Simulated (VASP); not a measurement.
## AlNi (CsCl type): single point with HSE06

AlNi (CsCl type):

```
Ni Al
1.0
     2.89960    0.00000    0.00000
     0.00000    2.89960    0.00000
     0.00000    0.00000    2.89960
Ni Al
1 1
Direct
  0.00000 0.00000 0.00000
  0.50000 0.50000 0.50000
```

| Property | Result |
| --- | --- |
| Program | VASP 6.6.1 |
| Task | single point |
| Functional | HSE06 |
| Potentials or basis | VASP PAW PBE potentials, release 64 (Ni, Al) |
| Cutoff | 520 eV |
| k mesh | 4 × 4 × 4 |
| Occupations | fermi-dirac, width 0.1 eV |
| Spin | no spin polarisation |
| Dipole correction | no |
| Grid for exact exchange (PRECFOCK) | Normal |
| Further INCAR settings | ALGO = Normal; EDIFF = 1e-06; NBANDS = 14 |
| Screening parameter | 0.2079 1/Å |

* Pressure: -6.6 GPa

Levels at points of the mesh, in eV from the Fermi level:
| k point | band 3 | band 4 | band 5 | band 6 | band 7 | band 8 | band 9 | band 10 |
| --- | --- | --- | --- | --- | --- | --- | --- | --- |
| (0.00, 0.00, 0.00) | -3.75 | -1.96 | -1.96 | -1.96 | 6.55 | 6.55 | 6.55 | 9.39 |
| (0.50, 0.00, 0.00) | -3.26 | -2.73 | -2.73 | -1.88 | -0.70 | 9.42 | 11.41 | 11.41 |
| (0.50, 0.50, 0.00) | -2.86 | -2.86 | -2.54 | -2.54 | -1.32 | 2.39 | 3.16 | 13.45 |
| (0.50, 0.50, 0.50) | -4.69 | -1.27 | -1.27 | 2.79 | 2.79 | 2.79 | 4.46 | 5.30 |

Run time: 5.5 min on 1 thread of Intel Xeon 6975P-C, on a shared host, peak memory 0.24 GiB.

Caveat: the k points lie up to 0.54 Å⁻¹ apart; the PAW data sets were made with another functional, which shifts forces and pressure a little. Spin polarisation is off, so any magnetic state and its effect on volume and gap are missing.
